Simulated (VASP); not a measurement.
The system is Ge.

```xyz
1
Lattice="1.4155 -2.6347 0.0000 1.4155 2.6347 0.0000 0.0000 0.0000 2.7337" Properties=species:S:1:pos:R:3 pbc="T T T"
Ge    1.4155    0.0000    0.0000
```

Base run:

```yaml
Program: VASP 6.6.1
Functional: r2SCAN
Potentials_or_basis: VASP PAW PBE potentials, release 64 (Ge_d)
Cutoff: 520 eV
k_mesh: 11 × 11 × 10
Occupations: fermi-dirac, width 0.05 eV
Spin: no spin polarisation
```

Its results: band gap on the k mesh zero (band 7 reaches 12.47 eV, above the bottom of band 8 at 3.32 eV); pressure -5.4 GPa.

Question: The run is repeated on the same cell with these changes: functional from r2SCAN to PBEsol. What comes out?

Answer: Band gap on the k mesh zero (band 7 reaches 12.12 eV, above the bottom of band 8 at 3.39 eV); pressure -6.2 GPa.

Caveats: the PAW data sets were made with another functional, which shifts forces and pressure a little.
